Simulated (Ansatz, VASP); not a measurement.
## Two plane-wave programs on As

The input INCAR:

```
PREC = Accurate
ENCUT = 520
EDIFF = 1E-7
ISMEAR = 0
SIGMA = 0.15
LREAL = F
LASPH = T
NELM = 60
ALGO = Normal
ISIF = 2
LWAVE = F
LCHARG = F
GGA = PS
NBANDS = 12
```

File KPOINTS:

```
regular mesh
0
Gamma
  18 18 18
```

The input POSCAR:

```
As
1.0
    1.8515532156      1.0689947475      3.5380565500
   -1.8515532156      1.0689947475      3.5380565500
    0.0000000000     -2.1379894949      3.5380565500
As
2
Direct
    0.2275400000      0.2275400000      0.2275400000
    0.7724600000      0.7724600000      0.7724600000
```

Input for Ansatz:

```yaml
crystal:
  lattice:
    - [1.8515532156, 1.0689947475, 3.53805655]
    - [-1.8515532156, 1.0689947475, 3.53805655]
    - [0.0, -2.1379894949, 3.53805655]
  atoms:
    - { symbol: As, position: [0.22754, 0.22754, 0.22754] }
    - { symbol: As, position: [0.77246, 0.77246, 0.77246] }
basis:
  ecutwfc: 420
kpoints:
  mp_grid: { grid: [18, 18, 18] }
hamiltonian:
  xc: pbesol
scf:
  occupations: { method: gaussian, width: 0.15 }
output:
  forces: true
  stress: true
  eigenvalues: true
```

Change from the starting cell: strain -0.015 along x and y, +0.015 along z, atoms carried along.

Alike in both runs: task single point; functional PBEsol; k mesh 18 × 18 × 18; occupations gaussian, width 0.15 eV; no spin polarisation.

|  | VASP | Ansatz |
| --- | --- | --- |
| version | VASP 6.6.1 | Ansatz 0.2.0 |
| potentials or method | VASP PAW PBE potentials, release 64 (As), cutoff 520 eV | scalar-relativistic, plane waves, PAW |
| valence electrons in the cell | 10 | 30 |

|  | VASP | Ansatz | Ansatz less VASP |
| --- | --- | --- | --- |
| gap on the k mesh at the Fermi level (eV) | none | none | - |
| pressure (GPa) | 2.3 | 1.8 | -0.46 |
| traceless stress, the component that is largest in VASP (GPa) | -1.69 | -1.59 | +0.098 |
| rms of the force components (eV/Å) | 0.164 | 0.121 | -0.0426 |

VASP's potentials were made for PBE, not for PBEsol. Atom by atom the forces differ by 0.043 eV/Å (rms over components). A gap of «none» marks a metal or a gap that the smearing closes. With one functional, cell and mesh, what is left measures potentials, basis and numerics. VASP's potentials hold 10 valence electrons a cell and Ansatz's 30, so a difference there can come from the potentials and not from the codes.
